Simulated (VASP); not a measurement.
Here is a VASP 6.6.1 calculation.

File INCAR:

```
SYSTEM = Al
PREC = Accurate ; ENCUT = 520
EDIFF = 1E-6 ; ISMEAR = 0
SIGMA = 0.15 ; LREAL = .False.
LASPH = .True. ; NELM = 100
ALGO = Normal ; ISIF = 2
LWAVE = .False. ; LCHARG = .True.
GGA = PE ; IVDW = 12
LELF = .True. ; LVHAR = .True.
NBANDS = 8
```

KPOINTS

```
Automatic mesh
0
Gamma
  22 22 22
  0 0 0
```

POSCAR

```
Al
1.0
    0.0000000000      2.0961998961      1.7962336910
    2.0961998961      0.0000000000      1.7962336910
    2.0961998961      2.0961998961      0.0000000000
Al
1
Direct
    0.0000000000      0.0000000000      0.0000000000
```

Potentials or basis: VASP PAW PBE potentials, release 64 (Al).

The run is started by

```bash
$ cat potpaw_PBE.64/Al/POTCAR > POTCAR
$ mpirun -np 1 vasp_std > vasp.out
```

Task: Predict the dispersion energy per atom.

Result: -0.352 eV.

Task: Estimate the pressure.

Result: 1.1 GPa.

Stress tensor (GPa, compression positive):
```
-1.58  0.00  0.00
 0.00 -1.58  0.00
 0.00  0.00  6.60
```

Caveat: pairwise dispersion overbinds metals, which lowers pressure and volume.
